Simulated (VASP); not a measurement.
Crystal: SiC (Moissanite).

```
CELL_PARAMETERS angstrom
3.09637 0.00000 0.00000
-1.54819 2.68154 0.00000
0.00000 0.00000 5.08143
ATOMIC_POSITIONS crystal
Si 0.66667 0.33333 0.50000
Si 0.33333 0.66667 0.00000
C 0.66667 0.33333 0.88500
C 0.33333 0.66667 0.38500
```

Program: VASP 6.6.1. Alike in all runs: task single point; potentials or basis VASP PAW PBE potentials, release 64 (Si, C); no spin polarisation; cell as given; k mesh 10 × 10 × 5; cutoff (eV) 520; smearing fermi-dirac 0.05 eV.

**Question.** Order these runs on this cell by their pressure, lowest first.
A. level revPBE
B. level PBEsol
C. level BLYP+D3(BJ)
D. level BLYP
E. level revPBE+D4

**Answer.** E (-7.2 GPa), C (-5.2 GPa), B (-3.7 GPa), A (1.4 GPa), D (4.4 GPa).

Caveats: the PAW data sets were made with another functional, which shifts forces and pressure a little.
